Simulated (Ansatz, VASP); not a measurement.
## P: VASP beside Ansatz

The input INCAR:

```
SYSTEM = P
PREC = Accurate
ENCUT = 520
EDIFF = 1E-7
ISMEAR = -1
SIGMA = 0.1
LREAL = .False.
LASPH = .True.
NELM = 80
ALGO = Normal
ISIF = 2
LWAVE = .False.
LCHARG = .True.
GGA = PS
LELF = .True.
LVHAR = .True.
NBANDS = 12
```

The input KPOINTS:

```
Automatic mesh
0
Gamma
  17 17 17
  0 0 0
```

POSCAR

```
P
1.0
    0.0000000000      2.6133401126      2.6133401126
    2.6133401126      0.0000000000      2.6133401126
    2.6133401126      2.6133401126      0.0000000000
P
2
Direct
    0.1250000000      0.1250000000      0.1250000000
    0.8750000000      0.8750000000      0.8750000000
```

Input for Ansatz:

```yaml
crystal:
  lattice:
    - [0.0, 2.6133401126, 2.6133401126]
    - [2.6133401126, 0.0, 2.6133401126]
    - [2.6133401126, 2.6133401126, 0.0]
  atoms:
    - { symbol: P, position: [0.125, 0.125, 0.125] }
    - { symbol: P, position: [0.875, 0.875, 0.875] }
hamiltonian:
  xc: pbesol
  pseudopotentials:
    kind: paw
    azcp:
      P: "pseudopotentials/P.paw.azcp"
basis:
  ecutwfc: 420
  fft_grid_basis: typed
kpoints:
  mp_grid: { grid: [17, 17, 17], shift: [0, 0, 0] }
magnetization:
  spin_polarized: false
scf:
  occupations: { method: fermi_dirac, width: 0.1 }
output:
  stress: true
```

Alike in both runs: task single point; functional PBEsol; k mesh 17 × 17 × 17; occupations fermi-dirac, width 0.1 eV; no spin polarisation.

|  | VASP | Ansatz |
| --- | --- | --- |
| version | VASP 6.6.1 | Ansatz 0.2.0 |
| potentials or method | VASP PAW PBE potentials, release 64 (P), cutoff 520 eV | plane waves (420 eV) with PAW, scalar-relativistic |
| valence electrons in the cell | 10 | 10 |

VASP gave:

- pressure (GPa): 5.0

Question: Estimate Ansatz's values.

Answer: Pressure (GPa): 4.9.

VASP's potentials were made for PBE, not for PBEsol, and Ansatz warns of the same on its side. The functional is the same, so the differences come from potentials, cutoffs and numerics.
